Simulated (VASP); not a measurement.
Set up this calculation in VASP 6.6.1, as the native input.

- Task: single point
- Functional: r2SCAN
- Potentials or basis: VASP PAW PBE potentials, release 64 (Hf_pv, Ir)
- Cutoff: 520 eV
- k mesh: 9 × 9 × 9
- Occupations: fermi-dirac, width 0.1 eV
- Spin: no spin polarisation
- Dipole correction: no
- Further INCAR settings: ALGO = Normal; EDIFF = 1e-06; NBANDS = 26

The system is HfIr3.

```
CELL_PARAMETERS angstrom
3.94331 0.00000 0.00000
0.00000 3.94331 0.00000
0.00000 0.00000 3.94331
ATOMIC_POSITIONS crystal
Hf 0.00000 0.00000 0.00000
Ir 0.00000 0.50000 0.50000
Ir 0.50000 0.00000 0.50000
Ir 0.50000 0.50000 0.00000
```

One way to write it, as run:

POSCAR

```
HfIr3
1.0
    3.9433071300      0.0000000000      0.0000000000
    0.0000000000      3.9433071300      0.0000000000
    0.0000000000      0.0000000000      3.9433071300
Hf Ir
1 3
Direct
    0.0000000000      0.0000000000      0.0000000000
    0.0000000000      0.5000000000      0.5000000000
    0.5000000000      0.0000000000      0.5000000000
    0.5000000000      0.5000000000      0.0000000000
```

INCAR.step1

```
  PREC = Accurate
  ENCUT = 520
  ISMEAR = -1
  SIGMA = 0.1
  LREAL = F
  LASPH = T
  NELM = 80
  NBANDS = 26
  GGA = PE
  ALGO = Normal
  EDIFF = 1E-4
  LWAVE = T
  LCHARG = F
```

INCAR.step2

```
  PREC = Accurate
  ENCUT = 520
  EDIFF = 1E-6
  ISMEAR = -1
  SIGMA = 0.1
  LREAL = F
  LASPH = T
  NELM = 80
  ALGO = Normal
  ISIF = 2
  LWAVE = F
  LCHARG = F
  METAGGA = R2SCAN
  LMIXTAU = T
  NBANDS = 26
  ISTART = 1
```

KPOINTS

```
Automatic mesh
0
Gamma
  9 9 9
```

Potentials or basis: VASP PAW PBE potentials, release 64 (Hf_pv, Ir).

Run with:

```sh
$ cat potpaw_PBE.64/Hf_pv/POTCAR potpaw_PBE.64/Ir/POTCAR > POTCAR
$ cp INCAR.step1 INCAR
$ mpirun -np 1 vasp_std > vasp.out
$ cp INCAR.step2 INCAR
$ mpirun -np 1 vasp_std > vasp.out
```

It gave:

```
Pressure : -0.1 GPa
```

Caveat: the PAW data sets were made with another functional, which shifts forces and pressure a little.

It took 3.1 min on 1 thread of Intel Xeon 6975P-C, with other jobs on the host, peak memory 0.2 GiB.
